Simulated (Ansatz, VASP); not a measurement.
**HfB2: VASP beside Ansatz**

The input INCAR:

```
ALGO     = Normal         # electronic algorithm
EDIFF    = 1E-8           # SCF threshold, eV
ENCUT    = 520            # plane-wave cutoff, eV
GGA      = PS             # functional
ISIF     = 2              # what is computed and relaxed
ISMEAR   = -1             # smearing method
LASPH    = True           # aspherical terms in the spheres
LCHARG   = False          # write CHGCAR
LEFG     = True         
LREAL    = False          # projectors in reciprocal space
LWAVE    = False          # write WAVECAR
NBANDS   = 15             # bands
NELM     = 100            # most SCF steps
PREC     = Accurate       # precision mode
SIGMA    = 0.05           # smearing width, eV
```

File KPOINTS:

```
k-points
0
Gamma
  13 13 11
```

File POSCAR:

```
HfB2
1.0
    3.1189256393      0.0000000000      0.0000000000
   -1.5594628197      2.7010688362      0.0000000000
    0.0000000000      0.0000000000      3.4566435916
Hf B
1 2
Direct
    0.0000000000      0.0000000000      0.0000000000
    0.3333333333      0.6666666667      0.5000000000
    0.6666666667      0.3333333333      0.5000000000
```

Input for Ansatz:

```yaml
crystal:
  lattice:
    - [3.1189256393, 0.0, 0.0]
    - [-1.5594628197, 2.7010688362, 0.0]
    - [0.0, 0.0, 3.4566435916]
  atoms:
    - { symbol: Hf, position: [0.0, 0.0, 0.0] }
    - { symbol: B, position: [0.3333333333, 0.6666666667, 0.5] }
    - { symbol: B, position: [0.6666666667, 0.3333333333, 0.5] }
kpoints:
  mp_grid: { grid: [13, 13, 11] }
scf:
  occupations: { method: fermi_dirac, width: 0.05 }
hamiltonian:
  xc: pbesol
  pseudopotentials: { kind: all_electron, datasets: crystal }
output:
  forces: true
  stress: true
  eigenvalues: true
  efg: { contact_densities: true }
```

Change from the starting cell: volume scaled by 0.98, crystal datasets.

Alike in both runs: task electric field gradients; functional PBEsol; k mesh 13 × 13 × 11; occupations fermi-dirac, width 0.05 eV; no spin polarisation.

```csv
,VASP,Ansatz
version,VASP 6.6.1,Ansatz 0.2.0
potentials or method,"VASP PAW PBE potentials, release 64 (Hf_pv, B), cutoff 520 eV","all-electron PAW with datasets made for the crystal, scalar-relativistic"
```

```csv
,VASP,Ansatz,Ansatz less VASP
pressure (GPa),0.7,0.8,+0.11
"traceless stress, the component that is largest in VASP (GPa)",-1.17,-1.33,-0.158
size of Vzz on the site where it differs most (V/Å²),81.0,114.7,+33.72
```

VASP's potentials were made for PBE, not for PBEsol. Ansatz ran all-electron here, and VASP with PAW potentials.

Spin-orbit coupling is off throughout.
